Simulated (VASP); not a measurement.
LiCl, 8 atoms in the cell. The structure is hexagonal, space group P6_3/mmc (No. 194). The conventional cell has a = 3.509 Å, b = 3.509 Å, c = 11.649 Å, α = 90.00°, β = 90.00°, γ = 120.00°. Li (site symmetry 3m) has 6 Cl at 2.48 to 2.51 Å and 1 Li at 2.95 Å within 3.3 Å. Cl (site symmetry -6m2) has 6 Li at 2.51 Å within 3.3 Å. Cl (site symmetry -3m) has 6 Li at 2.48 Å within 3.3 Å.  This cell differs from its parent crystal: volume scaled by 0.91.

* Program: VASP 6.6.1
* Task: relaxation of shape and atoms at fixed volume
* Functional: PBE
* Potentials or basis: VASP PAW PBE potentials, release 64 (Li_sv, Cl)
* Cutoff: 600 eV
* k mesh: 6 × 6 × 2
* Occupations: gaussian, width 0.02 eV
* Spin: no spin polarisation
* Dipole correction: no
* Further INCAR settings: ALGO = Normal; EDIFF = 1e-06; IBRION = 2; EDIFFG = -0.01; NSW = 50; ISIF = 4

Potentials or basis: VASP PAW PBE potentials, release 64 (Li_sv, Cl).

Command:

```bash
$ cat potpaw_PBE.64/Li_sv/POTCAR potpaw_PBE.64/Cl/POTCAR > POTCAR
$ mpirun -np 1 vasp_std > vasp.out
```

Hardware: 1 thread of Intel(R) Xeon(R) Platinum 8488C (Sapphire Rapids) (shared host).

Problem. How long does it take, and how much memory?

Solution. Run time: 60 s on 1 thread of Intel(R) Xeon(R) Platinum 8488C (Sapphire Rapids), with other jobs on the host, peak memory 0.25 GiB. Counts: scf iterations 13, k points 14, ion steps 1.
